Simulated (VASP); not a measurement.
## CdS (Hawleyite): single point with PBE

CdS (Hawleyite):

```
Cd S
1.0
     0.00000    2.91163    2.91163
     2.91163    0.00000    2.91163
     2.91163    2.91163    0.00000
Cd S
1 1
Direct
  0.00984 0.99449 0.99729
  0.23711 0.25698 0.25981
```

```json
{
  "Program": "VASP 6.6.1",
  "Task": "single point",
  "Functional": "PBE",
  "Potentials or basis": "VASP PAW PBE potentials, release 64 (Cd, S)",
  "Cutoff": "520 eV",
  "k mesh": "4 × 4 × 4",
  "Occupations": "gaussian, width 0.01 eV",
  "Spin": "no spin polarisation"
}
```

* Pressure: 3.9 GPa
* Largest force: 0.406 eV/Å
* Band gap on the k mesh: 1.14 eV, direct

Forces on the atoms (eV/Å):
```
Cd   0.371 -0.117 -0.117
S   -0.371  0.117  0.117
```

Stress tensor (GPa, compression positive):
```
 3.78  0.58  0.58
 0.58  3.93 -1.70
 0.58 -1.70  3.93
```

Levels at points of the mesh, in eV from the valence-band top:
| k point | band 6 | band 7 | band 8 | band 9 | band 10 | band 11 | band 12 | band 13 |
| --- | --- | --- | --- | --- | --- | --- | --- | --- |
| (0.00, 0.00, 0.00) | -7.30 | -0.04 | -0.01 | 0.00 | 1.14 | 6.51 | 6.52 | 6.55 |
| (0.50, 0.00, 0.00) | -6.90 | -4.29 | -0.76 | -0.67 | 2.89 | 6.82 | 7.00 | 7.41 |
| (0.00, 0.50, 0.00) | -6.93 | -4.54 | -0.90 | -0.71 | 3.06 | 6.84 | 7.22 | 7.51 |
| (0.00, 0.00, 0.50) | -6.93 | -4.54 | -0.90 | -0.71 | 3.06 | 6.84 | 7.22 | 7.51 |
| (0.50, 0.50, 0.50) | -6.91 | -4.44 | -0.88 | -0.66 | 2.99 | 6.77 | 7.20 | 7.46 |
| (0.50, 0.50, 0.00) | -6.85 | -4.00 | -1.92 | -1.89 | 3.50 | 4.33 | 9.24 | 10.76 |
| (0.00, 0.50, 0.50) | -6.85 | -3.99 | -1.93 | -1.90 | 3.49 | 4.35 | 9.23 | 10.69 |
| (0.50, 0.00, 0.50) | -6.85 | -4.00 | -1.92 | -1.89 | 3.50 | 4.33 | 9.24 | 10.76 |

It used 38 s of CPU time on 1 thread of AMD EPYC 7R13 Processor (Zen 3), on a shared host.

Caveat: the k points lie up to 0.47 Å⁻¹ apart. As with any semilocal functional, this PBE gap is likely too small.
